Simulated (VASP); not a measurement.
# BN (scan) (P6_3mc) in VASP: a series of runs

BN (scan) is run at these levels: r2SCAN; tasks: single point, relaxation of cell and atoms.

Everything below comes from runs of VASP 6.6.1. Logs are shortened: lines on timing, memory, paths and dates and some standing lists are left out, and cuts for length are marked.

## (1) The cell of the first run

The structure is hexagonal, space group P6_3mc (No. 186). Conventional cell: a = 2.543 Å, b = 2.543 Å, c = 4.207 Å, α = 90.00°, β = 90.00°, γ = 120.00°. B (site symmetry 3m) has 4 N at 1.56 to 1.58 Å within 2.1 Å. Within 2.1 Å of N (site symmetry 3m) lie 4 B at 1.56 to 1.58 Å.

## (2) Single point, r2SCAN

POSCAR reads:

```
BN
1.0
    2.5433275255      0.0000000000      0.0000000000
   -1.2716637627      2.2025862472      0.0000000000
    0.0000000000      0.0000000000      4.2068499754
B N
2 2
Direct
    0.3333333333      0.6666666667     -0.0003036442
    0.6666666667      0.3333333333      0.4996963558
    0.3333333333      0.6666666667      0.3743036442
    0.6666666667      0.3333333333      0.8743036442
```

INCAR.step1 reads:

```
SYSTEM = BN
PREC = Accurate
ENCUT = 520
ISMEAR = 0
SIGMA = 0.02
LREAL = .FALSE.
LASPH = .TRUE.
NELM = 80
NBANDS = 16
GGA = PE
ALGO = Normal
EDIFF = 1E-4
LWAVE = .TRUE.
LCHARG = .FALSE.
```

INCAR.step2 reads:

```
SYSTEM = BN
PREC = Accurate
ENCUT = 520
EDIFF = 1E-6
ISMEAR = 0
SIGMA = 0.02
LREAL = .FALSE.
LASPH = .TRUE.
NELM = 80
ALGO = Normal
ISIF = 2
LWAVE = .FALSE.
LCHARG = .FALSE.
METAGGA = R2SCAN
LMIXTAU = .TRUE.
NBANDS = 16
ISTART = 1
```

KPOINTS reads:

```
Automatic mesh
0
G
  9 9 6
  0 0 0
```

Potentials or basis: VASP PAW PBE potentials, release 64 (B, N).

Launch:

```sh
> cat potpaw_PBE.64/B/POTCAR potpaw_PBE.64/N/POTCAR > POTCAR
> cp INCAR.step1 INCAR
> mpirun -np 1 vasp_std > vasp.out
> cp INCAR.step2 INCAR
> mpirun -np 1 vasp_std > vasp.out
```

OUTCAR:

```text
SYSTEM = BN
   PREC = Accurate
   ENCUT = 520
   EDIFF = 1E-6
   ISMEAR = 0
   LREAL = .FALSE.
   LASPH = .TRUE.
   NELM = 80
   ISIF = 2
   METAGGA = R2SCAN
   ISTART = 1

 ion  position               nearest neighbor table
   1  0.333  0.667  1.000-   4 1.56   4 1.56   4 1.56   3 1.58
   2  0.667  0.333  0.500-   3 1.56   3 1.56   3 1.56   4 1.58
   3  0.333  0.667  0.374-   2 1.56   2 1.56   2 1.56   1 1.58
   4  0.667  0.333  0.874-   1 1.56   1 1.56   1 1.56   2 1.58

  LATTYP: Found a hexagonal cell.
 ALAT       =     2.5433275255
 C/A-ratio  =     1.6540732301

  Lattice vectors:

 A1 = (   2.5433275255,   0.0000000000,   0.0000000000)
 A2 = (  -1.2716637627,   2.2025862472,   0.0000000000)
 A3 = (   0.0000000000,   0.0000000000,   4.2068499754)

Analysis of symmetry for initial positions (statically):
=====================================================================
 Subroutine PRICEL returns:
 Original cell was already a primitive cell.

 Routine SETGRP: Setting up the symmetry group for a
 hexagonal supercell.

 Subroutine GETGRP returns: Found 12 space group operations
 (whereof  6 operations were pure point group operations)
 out of a pool of 24 trial point group operations.

The static configuration has the point symmetry C_3v.
 The point group associated with its full space group is C_6v.

Analysis of symmetry for dynamics (positions and initial velocities):
=====================================================================
 Subroutine PRICEL returns:
 Original cell was already a primitive cell.

 Routine SETGRP: Setting up the symmetry group for a
 hexagonal supercell.

 Subroutine GETGRP returns: Found 12 space group operations
 (whereof  6 operations were pure point group operations)
 out of a pool of 24 trial point group operations.

The dynamic configuration has the point symmetry C_3v.
 The point group associated with its full space group is C_6v.

 Subroutine INISYM returns: Found 12 space group operations
 (whereof  6 operations are pure point group operations),
 and found     1 'primitive' translations

----------------------------------------------------------------------------------------

                                     Primitive cell

  volume of cell :      23.5663

  direct lattice vectors                    reciprocal lattice vectors
     2.543327526  0.000000000  0.000000000     0.393185695  0.227005867  0.000000000
    -1.271663763  2.202586247  0.000000000     0.000000000  0.454011733  0.000000000
     0.000000000  0.000000000  4.206849975     0.000000000  0.000000000  0.237707550

  length of vectors
     2.543327526  2.543327525  4.206849975     0.454011733  0.454011733  0.237707550

  position of ions in fractional coordinates (direct lattice)
     0.333333333  0.666666667  0.999696356
     0.666666667  0.333333333  0.499696356
     0.333333333  0.666666667  0.374303644
     0.666666667  0.333333333  0.874303644

  ion indices of the primitive-cell ions
   primitive index   ion index
                 1           1
                 2           2
                 3           3
                 4           4

----------------------------------------------------------------------------------------

 KPOINTS: Automatic mesh

Automatic generation of k-mesh.
 Grid dimensions read from file:
 generate k-points for:    9    9    6

 Generating k-lattice:

  Cartesian coordinates                     Fractional coordinates (reciprocal lattice)
     0.043687299  0.025222874  0.000000000     0.111111111 -0.000000000  0.000000000
     0.000000000  0.050445748  0.000000000     0.000000000  0.111111111  0.000000000
     0.000000000  0.000000000  0.039617925     0.000000000  0.000000000  0.166666667

  Length of vectors
     0.050445748  0.050445748  0.039617925

  Shift w.r.t. Gamma in fractional coordinates (k-lattice)
     0.000000000  0.000000000  0.000000000

 Subroutine IBZKPT returns following result:
 ===========================================

 Found     48 irreducible k-points:

 Following reciprocal coordinates:
            Coordinates               Weight
  0.000000  0.000000  0.000000      1.000000
  0.111111  0.000000  0.000000      6.000000
  0.222222  0.000000  0.000000      6.000000
  0.333333  0.000000  0.000000      6.000000
  0.444444  0.000000  0.000000      6.000000
  0.111111  0.111111  0.000000      6.000000
[... 16 lines left out ...]
  0.333333  0.222222  0.166667     24.000000
  0.333333  0.333333  0.166667      4.000000
 [... further k-points ...]
   k-points           NKPTS =     48   k-points in BZ     NKDIM =     48   number of bands    NBANDS=     16
   number of dos      NEDOS =    301   number of ions     NIONS =      4
   total plane-waves  NPLWV =  12800
   dimension x,y,z NGX =    20 NGY =   20 NGZ =   32
   dimension x,y,z NGXF=    40 NGYF=   40 NGZF=   64
   ions per type =               2   2
   NGX,Y,Z   is equivalent  to a cutoff of  13.07, 13.07, 12.65 a.u.
   NGXF,Y,Z  is equivalent  to a cutoff of  26.15, 26.15, 25.29 a.u.
 SYSTEM =  BN
   PREC   = accura    normal or accurate (medium, high low for compatibility)
   ISTART =      1    job   : 0-new  1-cont  2-samecut
   ICHARG =      0    charge: 1-file 2-atom 10-const
   ISPIN  =      1    spin polarized calculation?
   LNONCOLLINEAR =      F non collinear calculations
   LSORBIT =      F    spin-orbit coupling
   LASPH  =      T    aspherical Exc in radial PAW
   ENCUT  =  520.0 eV  38.22 Ry    6.18 a.u.   4.73  4.73  7.82*2*pi/ulx,y,z
   NELM   =     80;   NELMIN=  2; NELMDL=  0     # of ELM steps
   EDIFF  = 0.1E-05   stopping-criterion for ELM
   LREAL  =      F    real-space projection
   EDIFFG = 0.1E-04   stopping-criterion for IOM
   NSW    =      0    number of steps for IOM
   IBRION =     -1    ionic relax: 0-MD 1-quasi-New 2-CG
   NFREE  =      0    steps in history (QN), initial steepest desc. (CG)
   ISIF   =      2    stress and relaxation
   ISYM   =      2    0-nonsym 1-usesym 2-fastsym
   POTIM  = 0.5000    time-step for ionic-motion
   TEBEG  =    0.0;   TEEND  =   0.0 temperature during run
   PSTRESS=    0.0 pullay stress
   NELECT =      16.0000    total number of electrons
   NUPDOWN=      -1.0000    fix difference up-down
   EMIN   =  10.00;   EMAX   =-10.00  energy-range for DOS
   EFERMI =   0.00;   METHOD = LEGACY
   ISMEAR =     0;   SIGMA  =   0.02  broadening in eV -4-tet -1-fermi 0-gaus
   EFERMI_NEDOS =   21; number of points for ismear=-14 and -15
   IALGO  =     38    algorithm
   IMIX   =      4    mixing-type and parameters
     AMIX     =   0.40;   BMIX     =  1.00
     AMIX_MAG =   1.60;   BMIX_MAG =  1.00
  volume/ion in A,a.u.               =       5.89        39.76
  Fermi-wavevector in a.u.,A,eV,Ry     =   1.438856  2.719044 28.168242  2.070307
  Thomas-Fermi vector in A             =   2.557777
   LORBIT       =      0    0 simple, 1 ext, 2 COOP (PROOUT), +10 PAW based schemes
   METAGGA = R2SCAN    functional components
   LHFCALC =     F    Hartree Fock is set to
   AEXX    =    0.0000 exact exchange contribution
   IVDW    =     0    specifies the selected vdW correction
   LEPSILON=     F    determine dielectric tensor
   LRPA    =     F    only Hartree local field effects (RPA)
 non-spin polarized calculation
 Gauss-broadening in eV      SIGMA  =   0.02
  energy-cutoff  :      520.00
  volume of cell :       23.57
 maximum number of plane-waves:       652
 NGX is ok and might be reduce to    20
   NGX =  9   NGY =  9   NGZ = 15

 number of electron      16.0000000 magnetization

 Free energy of the ion-electron system (eV)
  ---------------------------------------------------
  ext. energy  EPLUGINS =         0.00000000
  ---------------------------------------------------
  free energy    TOTEN  =       -38.26594541 eV

  energy without entropy =      -38.26594541  energy(sigma->0) =      -38.26594541

 E-fermi :   7.5468     XC(G=0): -13.6492

 val. band max:        7.4355646957   @ k =   0.0000   0.0000   0.0000
 cond. band min:      13.1537607073   @ k =   0.3333   0.3333   0.0000
 fundamental gap:      5.7181960116
 Fermi energy:         7.5467900692

 k-point     1 :       0.0000    0.0000    0.0000
  band No.  band energies     occupation
      1     -14.0652      2.00000
      2      -9.8213      2.00000
      3      -3.9024      2.00000
      4       5.2244      2.00000
      5       5.2244      2.00000
      6       7.1656      2.00000
[... 8 lines left out ...]
     15      20.2092      0.00000
     16      24.8931      0.00000

 k-point     2 :       0.1111    0.0000    0.0000
  band No.  band energies     occupation
      1     -13.7870      2.00000
      2      -9.6102      2.00000
      3      -3.6262      2.00000
      4       3.9937      2.00000
      5       4.7264      2.00000
      6       6.4058      2.00000
[... 8 lines left out ...]
     15      21.0273      0.00000
     16      24.3956      0.00000

 k-point     3 :       0.2222    0.0000    0.0000
  band No.  band energies     occupation
      1     -12.9705      2.00000
      2      -9.0371      2.00000
      3      -2.8186      2.00000
      4       1.3870      2.00000
      5       3.7150      2.00000
      6       4.1156      2.00000
[... 8 lines left out ...]
     15      22.9741      0.00000
     16      23.6628      0.00000

 k-point     4 :       0.3333    0.0000    0.0000
  band No.  band energies     occupation
      1     -11.6921      2.00000
      2      -8.3798      2.00000
      3      -1.5724      2.00000
      4      -1.1290      2.00000
      5       1.6274      2.00000
      6       2.8092      2.00000
[... 8 lines left out ...]
     15      24.3928      0.00000
     16      25.0899      0.00000
[... 324 lines left out ...]
 k-point    22 :       0.2222    0.2222    0.1667
  band No.  band energies     occupation
      1     -10.8314      2.00000
      2      -8.3729      2.00000
      3      -1.4136      2.00000
      4      -0.2913      2.00000
      5       0.4796      2.00000
      6       1.6672      2.00000
[... 8 lines left out ...]
     15      23.7312      0.00000
     16      24.9317      0.00000

 k-point    23 :       0.3333    0.2222    0.1667
  band No.  band energies     occupation
      1      -9.5157      2.00000
      2      -8.2509      2.00000
      3      -2.0467      2.00000
      4      -0.9260      2.00000
      5       0.1266      2.00000
      6       1.5254      2.00000
[... 8 lines left out ...]
     15      24.5491      0.00000
     16      25.1283      0.00000

 k-point    24 :       0.3333    0.3333    0.1667
  band No.  band energies     occupation
      1      -8.6003      2.00000
      2      -8.6003      2.00000
      3      -1.9320      2.00000
      4      -0.7472      2.00000
      5      -0.7472      2.00000
      6       1.3781      2.00000
[... 8 lines left out ...]
     15      24.6648      0.00000
     16      24.6648      0.00000

 [... further k-points ...]
[... 5 lines left out ...]
  --------------------------------------------------------------------------------------
  -------------------------------------------------------------------------------------
  Total        0.2080887      0.2080887      0.2016591      0.0000000      0.0000000      0.0000000
  in kB       14.1470834     14.1470834     13.7099591      0.0000000      0.0000000      0.0000000
  external PRESSURE =      14.0013753 kB  Pullay stress =       0.0000000 kB

 VOLUME and BASIS-vectors are now :
 -----------------------------------------------------------------------------
  energy-cutoff  :      520.00
  volume of cell :       23.57
      direct lattice vectors                 reciprocal lattice vectors
     2.543327526  0.000000000  0.000000000     0.393185695  0.227005867  0.000000000
    -1.271663763  2.202586247  0.000000000     0.000000000  0.454011733  0.000000000
     0.000000000  0.000000000  4.206849975     0.000000000  0.000000000  0.237707550

 POSITION                                       TOTAL-FORCE (eV/Angst)
 -----------------------------------------------------------------------------------
     -0.00000      1.46839      4.20557         0.000000      0.000000      0.004369
      1.27166      0.73420      2.10215        -0.000000      0.000000      0.004369
     -0.00000      1.46839      1.57464        -0.000000      0.000000     -0.004369
      1.27166      0.73420      3.67806         0.000000     -0.000000     -0.004369
 -----------------------------------------------------------------------------------
    total drift:                               -0.000000      0.000000     -0.001980

  FREE ENERGIE OF THE ION-ELECTRON SYSTEM (eV)
  ---------------------------------------------------
  free  energy   TOTEN  =       -38.2659454129 eV

  energy  without entropy=      -38.2659454129  energy(sigma->0) =      -38.26594541
```

Wall time 27 s (1 thread of Intel Xeon 6975P-C (Granite Rapids), shared host); peak memory 0.14 GiB.

What came out:

```yaml
Free_energy: -38.2659 eV
Pressure: 1.4 GPa
Largest_force: 0.004 eV/Å
Band_gap_on_the_k_mesh: 5.72 eV, indirect (least direct gap 8.98 eV)
```

Forces on the atoms (eV/Å):
```
B    0.000  0.000  0.004
B    0.000  0.000  0.004
N    0.000  0.000 -0.004
N    0.000  0.000 -0.004
```

Levels at points of the mesh, in eV from the valence-band top:
| k point | band 6 | band 7 | band 8 | band 9 | band 10 | band 11 |
| --- | --- | --- | --- | --- | --- | --- |
| (0.00, 0.00, 0.00) | -0.27 | 0.00 | 0.00 | 9.08 | 9.08 | 9.32 |
| (0.00, 0.00, 0.50) | -1.22 | -1.22 | -1.22 | 10.25 | 10.25 | 10.69 |

Caveat: the PAW data sets were made with another functional, which shifts forces and pressure a little. r2SCAN opens gaps a little over a GGA but as a rule still falls short of measured ones.

## (3) Single point, r2SCAN

POSCAR is that of step 2.

INCAR.step1 reads:

```
SYSTEM = BN
PREC     = Accurate       ! precision mode
ENCUT    = 520            ! plane-wave cutoff, eV
ISMEAR   = 0              ! smearing method
SIGMA    = 0.01           ! smearing width, eV
LREAL    = .False.        ! projectors in reciprocal space
LASPH    = .True.         ! aspherical terms in the spheres
NELM     = 100            ! most SCF steps
NBANDS   = 16             ! bands
GGA      = PE             ! functional
ALGO     = Normal         ! electronic algorithm
EDIFF    = 1E-4           ! SCF threshold, eV
LWAVE    = .True.         ! write WAVECAR
LCHARG   = .False.        ! write CHGCAR
```

INCAR.step2 reads:

```
SYSTEM = BN
PREC     = Accurate       ! precision mode
ENCUT    = 520            ! plane-wave cutoff, eV
EDIFF    = 1E-6           ! SCF threshold, eV
ISMEAR   = 0              ! smearing method
SIGMA    = 0.01           ! smearing width, eV
LREAL    = .False.        ! projectors in reciprocal space
LASPH    = .True.         ! aspherical terms in the spheres
NELM     = 100            ! most SCF steps
ALGO     = Normal         ! electronic algorithm
ISIF     = 2              ! what is computed and relaxed
LWAVE    = .False.        ! write WAVECAR
LCHARG   = .False.        ! write CHGCAR
METAGGA  = R2SCAN         ! meta-GGA
LMIXTAU  = .True.       
NBANDS   = 16             ! bands
ISTART   = 1
```

KPOINTS reads:

```
Automatic mesh
0
Gamma
  9 9 6
  0 0 0
```

Potentials or basis: VASP PAW PBE potentials, release 64 (B, N).

Launch:

```sh
> cat potpaw_PBE.64/B/POTCAR potpaw_PBE.64/N/POTCAR > POTCAR
> cp INCAR.step1 INCAR
> mpirun -np 1 vasp_std > vasp.out
> cp INCAR.step2 INCAR
> mpirun -np 1 vasp_std > vasp.out
```

Run time: 27 s. Hardware: 1 thread of Intel Xeon 6975P-C (Granite Rapids), shared host; peak memory 0.13 GiB.

It converged, with:

```yaml
Free_energy: -38.2659 eV
Pressure: 1.4 GPa
Largest_force: 0.004 eV/Å
Band_gap_on_the_k_mesh: 5.72 eV, indirect (least direct gap 8.98 eV)
```

Forces on the atoms (eV/Å):
```
B    0.000  0.000  0.004
B    0.000  0.000  0.004
N    0.000  0.000 -0.004
N    0.000  0.000 -0.004
```

Levels at points of the mesh, in eV from the valence-band top:
```tsv
k point	band 4	band 5	band 6	band 7	band 8	band 9	band 10	band 11	band 12	band 13
(0.00, 0.00, 0.00)	-2.21	-2.21	-0.27	0.00	0.00	9.08	9.08	9.32	10.23	11.56
(0.00, 0.00, 0.50)	-5.97	-1.22	-1.22	-1.22	-1.22	10.25	10.25	10.69	10.69	10.69
```

Caveat: the PAW data sets were made with another functional, which shifts forces and pressure a little.

## (4) Relaxation of cell and atoms, r2SCAN

This run uses another cell than the first one, of 5.93 Å³/atom, 1.006 times its volume.

POSCAR reads:

```
BN
1.0
    2.5500000000      0.0000000000      0.0000000000
   -1.2750000000      2.2083647797      0.0000000000
    0.0000000000      0.0000000000      4.2100000000
B N
2 2
Direct
    0.3333333333      0.6666666667      0.0000000000
    0.6666666667      0.3333333333      0.5000000000
    0.3333333333      0.6666666667      0.3740000000
    0.6666666667      0.3333333333      0.8740000000
```

INCAR.step1 reads:

```
ALGO = Normal ; EDIFF = 1E-4
ENCUT = 600 ; GGA = PE
ISMEAR = 0 ; LASPH = T
LCHARG = F ; LREAL = F
LWAVE = T ; NELM = 80
PREC = Accurate ; SIGMA = 0.02
```

INCAR.step2 reads:

```
ALGO = Normal ; EDIFF = 1E-6
EDIFFG = -0.002 ; ENCUT = 600
IBRION = 2 ; ISIF = 3
ISMEAR = 0 ; ISTART = 1
LASPH = T ; LCHARG = F
LMIXTAU = T ; LREAL = F
LWAVE = F ; METAGGA = R2SCAN
NELM = 80 ; NSW = 100
PREC = Accurate ; SIGMA = 0.02
```

KPOINTS reads:

```
k-points
0
Gamma
  9 9 6
```

Launch:

```sh
> cat potpaw_PBE.64/B/POTCAR potpaw_PBE.64/N/POTCAR > POTCAR
> cp INCAR.step1 INCAR
> mpirun -np 1 vasp_std > vasp.out
> cp INCAR.step2 INCAR
> mpirun -np 1 vasp_std > vasp.out
```

Wall time 89 s (1 thread of Intel Xeon 6975P-C (Granite Rapids), shared host); peak memory 0.15 GiB.

Results (log left out):

| Property | Result |
| --- | --- |
| Free energy | -38.2723 eV |
| Relaxed volume | 5.91 Å³/atom |
| Relaxed cell | a = 2.547 Å, b = 2.547 Å, c = 4.212 Å, α = 90.00°, β = 90.00°, γ = 120.00° |
| Space group after relaxing (to 0.05 Å) | P6_3mc (No. 186) |
| Energy gained by relaxing | 0.1 meV/atom |
| Ionic steps | 6 |
| Pressure after relaxing | 0.0 GPa |
| Band gap on the k mesh | 5.72 eV, indirect (least direct gap 8.95 eV) |

The path:
```csv
step,energy change (eV),largest force (eV/Å),pressure (GPa),volume (Å³)
1,0.0000,0.0602,-0.90,23.71
2,0.0001,0.0789,1.04,23.59
3,-0.0005,0.0069,0.02,23.65
4,-0.0005,0.0054,0.01,23.65
5,-0.0005,0.0055,-0.03,23.66
6,-0.0005,0.0011,-0.02,23.66
```

Final structure:
```
CELL_PARAMETERS angstrom
2.54659 0.00000 0.00000
-1.27329 2.20541 0.00000
0.00000 0.00000 4.21190
ATOMIC_POSITIONS crystal
B 0.33333 0.66667 0.99971
B 0.66667 0.33333 0.49971
N 0.33333 0.66667 0.37429
N 0.66667 0.33333 0.87429
```

Levels at points of the mesh, in eV from the valence-band top:
| k point | band 5 | band 6 | band 7 | band 8 | band 9 | band 10 | band 11 | band 12 |
| --- | --- | --- | --- | --- | --- | --- | --- | --- |
| (0.00, 0.00, 0.00) | -2.20 | -0.27 | 0.00 | 0.00 | 9.06 | 9.06 | 9.30 | 10.18 |
| (0.00, 0.00, 0.50) | -1.22 | -1.22 | -1.22 | -1.22 | 10.21 | 10.21 | 10.67 | 10.67 |

Caveat: the PAW data sets were made with another functional, which shifts forces and pressure a little. A k mesh can miss the band edges.

## (5) The runs side by side

| task | cell | cutoff (eV) | smearing | gap on the mesh (eV) | pressure (GPa) |
| --- | --- | --- | --- | --- | --- |
| single point | a = 2.543, b = 2.543, c = 4.207 Å, angles 90.0, 90.0, 120.0°, 4 atoms | 520 | gaussian 0.02 eV | 5.72 | 1.4 |
| single point | a = 2.543, b = 2.543, c = 4.207 Å, angles 90.0, 90.0, 120.0°, 4 atoms | 520 | gaussian 0.01 eV | 5.72 | 1.4 |
| relaxation of cell and atoms | relaxed from a = 2.550, b = 2.550, c = 4.210 Å, angles 90.0, 90.0, 120.0°, 4 atoms | 600 | gaussian 0.02 eV | 5.72 | 0.0 |

Alike in all rows: level r2SCAN; potentials or basis VASP PAW PBE potentials, release 64 (B, N); no spin polarisation; k mesh 9 × 9 × 6.

Caveats: the PAW data sets were made with another functional, which shifts forces and pressure a little.

Total energies depend on the potentials used, so only differences within one code and one set of settings carry meaning.
